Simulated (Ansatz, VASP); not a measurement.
Two plane-wave programs on SiC

The input POSCAR:

```
SiC
1.0
    3.0755278798      0.0000000000      0.0000000000
   -1.5377639399      2.6634852739      0.0000000000
    0.0000000000      0.0000000000      5.0473895487
Si C
2 2
Direct
    0.3333333333      0.6666666667      0.0045711878
    0.6666666667      0.3333333333      0.5045711878
    0.3333333333      0.6666666667      0.3804288122
    0.6666666667      0.3333333333      0.8804288122
```

INCAR.step1

```
SYSTEM = SiC
PREC = Accurate ; ENCUT = 520
ISMEAR = 0 ; SIGMA = 0.05
LREAL = .False. ; LASPH = .True.
NELM = 150 ; ISPIN = 2
MAGMOM = 0 0 0 0 ; NBANDS = 20
GGA = PE ; ALGO = Normal
EDIFF = 1E-4 ; LWAVE = .True.
LCHARG = .False.
```

The input INCAR.step2:

```
SYSTEM = SiC
PREC = Accurate ; ENCUT = 520
EDIFF = 1E-6 ; ISMEAR = 0
SIGMA = 0.05 ; LREAL = .False.
LASPH = .True. ; NELM = 150
ALGO = Normal ; ISIF = 2
LWAVE = .False. ; LCHARG = .False.
ISPIN = 2 ; MAGMOM = 0 0 0 0
LORBIT = 11 ; METAGGA = R2SCAN
LMIXTAU = .True. ; NBANDS = 20
ISTART = 1
```

KPOINTS

```
regular mesh
0
Gamma
  8 8 6
  0 0 0
```

Input for Ansatz:

```yaml
crystal:
  lattice:
    - [3.075527879769, 0.0, 0.0]
    - [-1.537763939884, 2.663485273927, 0.0]
    - [0.0, 0.0, 5.0473895487]
  atoms:
    - { symbol: Si, position: [0.3333333333333, 0.6666666666667, 0.0045711878] }
    - { symbol: Si, position: [0.6666666666667, 0.3333333333333, 0.5045711878] }
    - { symbol: C, position: [0.3333333333333, 0.6666666666667, 0.3804288122] }
    - { symbol: C, position: [0.6666666666667, 0.3333333333333, 0.8804288122] }
basis:
  ecutwfc: 500
  ecutrho_ratio: 4
kpoints:
  mp_grid: { grid: [8, 8, 6] }
hamiltonian:
  xc: r2scan
scf:
  occupations: { method: gaussian, width: 0.05 }
output:
  forces: true
  stress: true
magnetization:
  spin_polarized: true
```

Alike in both runs: task single point; functional r2SCAN; k mesh 8 × 8 × 6; occupations gaussian, width 0.05 eV; collinear spin.

|  | VASP | Ansatz |
| --- | --- | --- |
| version | VASP 6.6.1 | Ansatz 0.2.0 |
| potentials or method | VASP PAW PBE potentials, release 64 (Si, C), cutoff 520 eV | scalar-relativistic, plane waves, PAW |
| valence electrons in the cell | 16 | 16 |

|  | VASP | Ansatz | Ansatz less VASP |
| --- | --- | --- | --- |
| pressure (GPa) | -0.2 | 0.0 | +0.18 |
| traceless stress, the component that is largest in VASP (GPa) | 0.07 | 0.06 | -0.015 |
| net moment per atom (μB) | 0.00 | 0.00 | 0.000 |

VASP's potentials were made for PBE, not for r2SCAN. Ansatz's warnings: no starting moments.
